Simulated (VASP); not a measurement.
A run of VASP 6.6.1:

File INCAR:

```
SYSTEM = Sn
PREC = Accurate
ENCUT = 520
EDIFF = 1E-6
ISMEAR = 0
SIGMA = 0.15
LREAL = .False.
LASPH = .True.
NELM = 80
ALGO = Fast
ISIF = 2
LWAVE = .False.
LCHARG = .False.
GGA = PS
NBANDS = 21
```

Contents of KPOINTS:

```
regular mesh
0
Gamma
  16 16 16
  0 0 0
```

The input POSCAR:

```
Sn
1.0
   -2.9401404553      2.9401404553      1.5993019889
    2.9401404553     -2.9401404553      1.5993019889
    2.9401404553      2.9401404553     -1.5993019889
Sn
2
Direct
    0.7500000000      0.2500000000      0.5000000000
    0.0000000000      0.0000000000      0.0000000000
```

Potentials or basis: VASP PAW PBE potentials, release 64 (Sn_d).

Run with:

```console
$ cat potpaw_PBE.64/Sn_d/POTCAR > POTCAR
$ mpirun -np 1 vasp_std > vasp.out
```

Hardware: 1 thread of Intel(R) Xeon(R) 6975P-C (Granite Rapids), on a shared host.

Question: How long does it take, and how much memory?

Answer: Run time: 3.2 min on 1 thread of Intel(R) Xeon(R) 6975P-C (Granite Rapids) (shared host), peak memory 0.44 GiB. Counts: scf iterations 13, k points 349.
